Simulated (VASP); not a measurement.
# As3Se (Fm-3m) in VASP: single point with PBE

Aim: the single point of As3Se with PBE.

Program: VASP 6.6.1. These are calculated values, not measurements. Logs are shortened: lines on timing, memory, paths and dates and some standing lists are left out, and cuts for length are marked.

## (1) The cell of the first run

The structure is cubic, space group Fm-3m (No. 225). The conventional cell has a = 6.802 Å, b = 6.802 Å, c = 6.802 Å, α = 90.00°, β = 90.00°, γ = 90.00°. As (site symmetry m-3m) has 8 As at 2.95 Å and 6 Se at 3.40 Å within 3.9 Å. As (site symmetry -43m) has 10 As at 2.95 to 3.40 Å and 4 Se at 2.95 Å within 3.9 Å. Se (site symmetry m-3m) has 14 As at 2.95 to 3.40 Å within 3.9 Å.

## (2) Single point, PBE

INCAR

```
SYSTEM = As3Se
PREC = Accurate
ENCUT = 500
EDIFF = 1E-6
ISMEAR = 0
SIGMA = 0.2
LREAL = .False.
LASPH = .True.
NELM = 120
ALGO = Normal
ISIF = 2
LWAVE = .False.
LCHARG = .False.
GGA = PE
NBANDS = 18
GGA_COMPAT = .False.
```

KPOINTS

```
regular mesh
0
Gamma
  4 4 4
  0 0 0
```

POSCAR

```
As3Se
1.0
    0.0000000000      3.4009099551      3.4009099551
    3.4009099551      0.0000000000      3.4009099551
    3.4009099551      3.4009099551      0.0000000000
As Se
3 1
Direct
    0.5000000000      0.5000000000      0.5000000000
    0.2500000000      0.2500000000      0.2500000000
    0.7500000000      0.7500000000      0.7500000000
    0.0000000000      0.0000000000      0.0000000000
```

Potentials or basis: VASP PAW PBE potentials, release 64 (As, Se).

On the command line:

```console
> cat potpaw_PBE.64/As/POTCAR potpaw_PBE.64/Se/POTCAR > POTCAR
> mpirun -np 1 vasp_std > vasp.out
```

OUTCAR:

```text
SYSTEM = As3Se
   PREC = Accurate
   ENCUT = 500
   EDIFF = 1E-6
   ISMEAR = 0
   LREAL = .False.
   LASPH = .True.
   NELM = 120
   ISIF = 2
   GGA = PE

 ion  position               nearest neighbor table
   1  0.500  0.500  0.500-
   2  0.250  0.250  0.250-
   3  0.750  0.750  0.750-
   4  0.000  0.000  0.000-

  LATTYP: Found a face centered cubic cell.
 ALAT       =     6.8018199102

  Lattice vectors:

 A1 = (   0.0000000000,   3.4009099551,   3.4009099551)
 A2 = (   3.4009099551,   0.0000000000,   3.4009099551)
 A3 = (   3.4009099551,   3.4009099551,   0.0000000000)

Analysis of symmetry for initial positions (statically):
=====================================================================
 Subroutine PRICEL returns:
 Original cell was already a primitive cell.

 Routine SETGRP: Setting up the symmetry group for a
 face centered cubic supercell.

 Subroutine GETGRP returns: Found 48 space group operations
 (whereof 48 operations were pure point group operations)
 out of a pool of 48 trial point group operations.

The static configuration has the point symmetry O_h .

Analysis of symmetry for dynamics (positions and initial velocities):
=====================================================================
 Subroutine PRICEL returns:
 Original cell was already a primitive cell.

 Routine SETGRP: Setting up the symmetry group for a
 face centered cubic supercell.

 Subroutine GETGRP returns: Found 48 space group operations
 (whereof 48 operations were pure point group operations)
 out of a pool of 48 trial point group operations.

The dynamic configuration has the point symmetry O_h .

 Subroutine INISYM returns: Found 48 space group operations
 (whereof 48 operations are pure point group operations),
 and found     1 'primitive' translations

----------------------------------------------------------------------------------------

                                     Primitive cell

  volume of cell :      78.6711

  direct lattice vectors                    reciprocal lattice vectors
     0.000000000  3.400909955  3.400909955    -0.147019476  0.147019476  0.147019476
     3.400909955  0.000000000  3.400909955     0.147019476 -0.147019476  0.147019476
     3.400909955  3.400909955  0.000000000     0.147019476  0.147019476 -0.147019476

  length of vectors
     4.809612983  4.809612983  4.809612983     0.254645202  0.254645202  0.254645202

  position of ions in fractional coordinates (direct lattice)
     0.500000000  0.500000000  0.500000000
     0.250000000  0.250000000  0.250000000
     0.750000000  0.750000000  0.750000000
     0.000000000  0.000000000  0.000000000

  ion indices of the primitive-cell ions
   primitive index   ion index
                 1           1
                 2           2
                 3           3
                 4           4

----------------------------------------------------------------------------------------

 KPOINTS: regular mesh

Automatic generation of k-mesh.
 Grid dimensions read from file:
 generate k-points for:    4    4    4

 Generating k-lattice:

  Cartesian coordinates                     Fractional coordinates (reciprocal lattice)
    -0.036754869  0.036754869  0.036754869     0.250000000  0.000000000  0.000000000
     0.036754869 -0.036754869  0.036754869     0.000000000  0.250000000  0.000000000
     0.036754869  0.036754869 -0.036754869     0.000000000  0.000000000  0.250000000

  Length of vectors
     0.063661301  0.063661301  0.063661301

  Shift w.r.t. Gamma in fractional coordinates (k-lattice)
     0.000000000  0.000000000  0.000000000

 Subroutine IBZKPT returns following result:
 ===========================================

 Found      8 irreducible k-points:

 Following reciprocal coordinates:
            Coordinates               Weight
  0.000000  0.000000  0.000000      1.000000
  0.250000  0.000000  0.000000      8.000000
  0.500000  0.000000  0.000000      4.000000
  0.250000  0.250000  0.000000      6.000000
  0.500000  0.250000  0.000000     24.000000
 -0.250000  0.250000  0.000000     12.000000
  0.500000  0.500000  0.000000      3.000000
 -0.250000  0.500000  0.250000      6.000000
   k-points           NKPTS =      8   k-points in BZ     NKDIM =      8   number of bands    NBANDS=     18
   number of dos      NEDOS =    301   number of ions     NIONS =      4
   total plane-waves  NPLWV =  46656
   dimension x,y,z NGX =    36 NGY =   36 NGZ =   36
   dimension x,y,z NGXF=    72 NGYF=   72 NGZF=   72
   ions per type =               3   1
   NGX,Y,Z   is equivalent  to a cutoff of  12.44, 12.44, 12.44 a.u.
   NGXF,Y,Z  is equivalent  to a cutoff of  24.89, 24.89, 24.89 a.u.
 SYSTEM =  As3Se
   PREC   = accura    normal or accurate (medium, high low for compatibility)
   ISTART =      0    job   : 0-new  1-cont  2-samecut
   ICHARG =      2    charge: 1-file 2-atom 10-const
   ISPIN  =      1    spin polarized calculation?
   LNONCOLLINEAR =      F non collinear calculations
   LSORBIT =      F    spin-orbit coupling
   LASPH  =      T    aspherical Exc in radial PAW
   ENCUT  =  500.0 eV  36.75 Ry    6.06 a.u.   8.77  8.77  8.77*2*pi/ulx,y,z
   NELM   =    120;   NELMIN=  2; NELMDL= -5     # of ELM steps
   EDIFF  = 0.1E-05   stopping-criterion for ELM
   LREAL  =      F    real-space projection
   EDIFFG = 0.1E-04   stopping-criterion for IOM
   NSW    =      0    number of steps for IOM
   IBRION =     -1    ionic relax: 0-MD 1-quasi-New 2-CG
   NFREE  =      0    steps in history (QN), initial steepest desc. (CG)
   ISIF   =      2    stress and relaxation
   ISYM   =      2    0-nonsym 1-usesym 2-fastsym
   POTIM  = 0.5000    time-step for ionic-motion
   TEBEG  =    0.0;   TEEND  =   0.0 temperature during run
   PSTRESS=    0.0 pullay stress
   NELECT =      21.0000    total number of electrons
   NUPDOWN=      -1.0000    fix difference up-down
   EMIN   =  10.00;   EMAX   =-10.00  energy-range for DOS
   EFERMI =   0.00;   METHOD = LEGACY
   ISMEAR =     0;   SIGMA  =   0.20  broadening in eV -4-tet -1-fermi 0-gaus
   EFERMI_NEDOS =   21; number of points for ismear=-14 and -15
   IALGO  =     38    algorithm
   IMIX   =      4    mixing-type and parameters
     AMIX     =   0.40;   BMIX     =  1.00
     AMIX_MAG =   1.60;   BMIX_MAG =  1.00
  volume/ion in A,a.u.               =      19.67       132.72
  Fermi-wavevector in a.u.,A,eV,Ry     =   1.054086  1.991934 15.117402  1.111098
  Thomas-Fermi vector in A             =   2.189233
   LORBIT       =      0    0 simple, 1 ext, 2 COOP (PROOUT), +10 PAW based schemes
   GGA     = PE    functional components
   LHFCALC =     F    Hartree Fock is set to
   AEXX    =    0.0000 exact exchange contribution
   IVDW    =     0    specifies the selected vdW correction
   LEPSILON=     F    determine dielectric tensor
   LRPA    =     F    only Hartree local field effects (RPA)
 non-spin polarized calculation
 Gauss-broadening in eV      SIGMA  =   0.20
  energy-cutoff  :      500.00
  volume of cell :       78.67
 maximum number of plane-waves:      2012
   NGX = 17   NGY = 17   NGZ = 17

 number of electron      21.0000001 magnetization

 Free energy of the ion-electron system (eV)
  ---------------------------------------------------
  ext. energy  EPLUGINS =         0.00000000
  ---------------------------------------------------
  free energy    TOTEN  =       -15.98149422 eV

  energy without entropy =      -15.94100586  energy(sigma->0) =      -15.96125004

 E-fermi :   6.2582     XC(G=0): -10.6551

 val. band max:        6.0183262284   @ k =   0.5000   0.5000   0.0000
 cond. band min:       6.2904948524   @ k =  -0.2500   0.2500   0.0000
 fundamental gap:      0.2721686241
 Fermi energy:         6.2581536104

 k-point     1 :       0.0000    0.0000    0.0000
  band No.  band energies     occupation
      1      -9.3131      2.00000
      2      -4.7067      2.00000
      3      -3.1351      2.00000
      4      -1.1960      2.00000
      5       2.3638      2.00000
      6       2.3638      2.00000
[... 10 lines left out ...]
     17      11.0932      0.00000
     18      11.0932      0.00000

 k-point     2 :       0.2500    0.0000    0.0000
  band No.  band energies     occupation
      1      -8.8173      2.00000
      2      -5.2611      2.00000
      3      -3.7335      2.00000
      4      -2.1574      2.00000
      5       1.6583      2.00000
      6       1.6583      2.00000
[... 10 lines left out ...]
     17      11.8399      0.00000
     18      11.8399      0.00000

 k-point     3 :       0.5000    0.0000    0.0000
  band No.  band energies     occupation
      1      -7.8681      2.00000
      2      -6.4889      2.00000
      3      -4.0706      2.00000
      4      -2.9160      2.00000
      5       1.5291      2.00000
      6       1.5291      2.00000
[... 10 lines left out ...]
     17      15.8851      0.00000
     18      16.0686      0.00000

 k-point     4 :       0.2500    0.2500    0.0000
  band No.  band energies     occupation
      1      -8.6542      2.00000
      2      -5.2124      2.00000
      3      -3.7650      2.00000
      4      -2.8314      2.00000
      5       0.3940      2.00000
      6       0.3940      2.00000
[... 10 lines left out ...]
     17      10.6536      0.00000
     18      13.8459      0.00000

 k-point     5 :       0.5000    0.2500    0.0000
  band No.  band energies     occupation
      1      -7.7434      2.00000
      2      -5.8887      2.00000
      3      -4.6215      2.00000
      4      -3.8365      2.00000
      5       0.1692      2.00000
      6       1.6258      2.00000
[... 10 lines left out ...]
     17      13.2969      0.00000
     18      14.4420      0.00000

 k-point     6 :      -0.2500    0.2500    0.0000
  band No.  band energies     occupation
      1      -8.0837      2.00000
      2      -5.6692      2.00000
      3      -4.6419      2.00000
      4      -3.2463      2.00000
      5       1.0094      2.00000
      6       1.6933      2.00000
[... 10 lines left out ...]
     17      13.3405      0.00000
     18      15.1927      0.00000

 k-point     7 :       0.5000    0.5000    0.0000
  band No.  band energies     occupation
      1      -7.4308      2.00000
      2      -5.8381      2.00000
      3      -4.7115      2.00000
      4      -4.2366      2.00000
      5      -0.3888      2.00000
      6      -0.3888      2.00000
[... 10 lines left out ...]
     17      12.9342      0.00000
     18      13.0176      0.00000

 k-point     8 :      -0.2500    0.5000    0.2500
  band No.  band energies     occupation
      1      -7.3489      2.00000
      2      -5.2211      2.00000
      3      -5.2211      2.00000
      4      -5.0430      2.00000
      5       1.6569      2.00000
      6       1.8096      2.00000
[... 10 lines left out ...]
     17      14.5944      0.00000
     18      14.9401      0.00000

------------------------ aborting loop because EDIFF is reached ----------------------------------------

  FORCE on cell =-STRESS in cart. coord.  units (eV):
  Direction    XX          YY          ZZ          XY          YZ          ZX
  --------------------------------------------------------------------------------------
  -------------------------------------------------------------------------------------
  Total       -0.0494970     -0.0494970     -0.0494970      0.0000000      0.0000000     -0.0000000
  in kB       -1.0080307     -1.0080307     -1.0080307      0.0000000      0.0000000     -0.0000000
  external PRESSURE =      -1.0080307 kB  Pullay stress =       0.0000000 kB

 VOLUME and BASIS-vectors are now :
 -----------------------------------------------------------------------------
  energy-cutoff  :      500.00
  volume of cell :       78.67
      direct lattice vectors                 reciprocal lattice vectors
     0.000000000  3.400909955  3.400909955    -0.147019476  0.147019476  0.147019476
     3.400909955  0.000000000  3.400909955     0.147019476 -0.147019476  0.147019476
     3.400909955  3.400909955  0.000000000     0.147019476  0.147019476 -0.147019476

 POSITION                                       TOTAL-FORCE (eV/Angst)
 -----------------------------------------------------------------------------------
      3.40091      3.40091      3.40091         0.000000      0.000000     -0.000000
      1.70045      1.70045      1.70045        -0.000000      0.000000      0.000000
      5.10136      5.10136      5.10136        -0.000000     -0.000000     -0.000000
      0.00000      0.00000      0.00000         0.000000      0.000000      0.000000
 -----------------------------------------------------------------------------------
    total drift:                                0.000000      0.000000      0.000000

  FREE ENERGIE OF THE ION-ELECTRON SYSTEM (eV)
  ---------------------------------------------------
  free  energy   TOTEN  =       -15.9814942178 eV

  energy  without entropy=      -15.9410058647  energy(sigma->0) =      -15.96125004
```

It took 7.1 s on 1 thread of Intel Xeon 6975P-C (Granite Rapids), shared host; peak memory 0.2 GiB.

What came out:

| Quantity | Value |
| --- | --- |
| Free energy | -15.9815 eV |
| Pressure | -0.1 GPa |

Caveat: the k points lie up to 0.40 Å⁻¹ apart.
